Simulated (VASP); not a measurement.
Here is a VASP 6.6.1 calculation.

INCAR

```
SYSTEM = CdSe
  PREC = Accurate
  ENCUT = 520
  EDIFF = 1E-6
  ISMEAR = -1
  SIGMA = 0.02
  LREAL = .False.
  LASPH = .True.
  NELM = 80
  ALGO = Normal
  ISIF = 2
  LWAVE = .False.
  LCHARG = .False.
  GGA = PE
  NBANDS = 26
```

Contents of KPOINTS:

```
Automatic mesh
0
Gamma
  12 12 6
  0 0 0
```

The input POSCAR:

```
CdSe
1.0
    4.2990000000      0.0000000000      0.0000000000
   -2.1495000000      3.7230432109      0.0000000000
    0.0000000000      0.0000000000      7.0100000000
Cd Se
2 2
Direct
    0.3333333333      0.6666666667      0.0004794864
    0.6666666667      0.3333333333      0.5004794864
    0.3333333333      0.6666666667      0.3763105136
    0.6666666667      0.3333333333      0.8763105136
```

Potentials or basis: VASP PAW PBE potentials, release 64 (Cd, Se).

The run is started by

```sh
$ cat potpaw_PBE.64/Cd/POTCAR potpaw_PBE.64/Se/POTCAR > POTCAR
$ mpirun -np 1 vasp_std > vasp.out
```

Problem. Estimate the band gap on the k mesh.

Solution. 0.67 eV.

Problem. What does it give for the pressure?

Solution. 3.3 GPa.

Stress tensor (GPa, compression positive):
```
3.31 0.00 0.00
0.00 3.31 0.00
0.00 0.00 3.41
```

Caveat: the cell stands under pressure; semilocal functionals underestimate gaps, and a narrow one can read as zero.
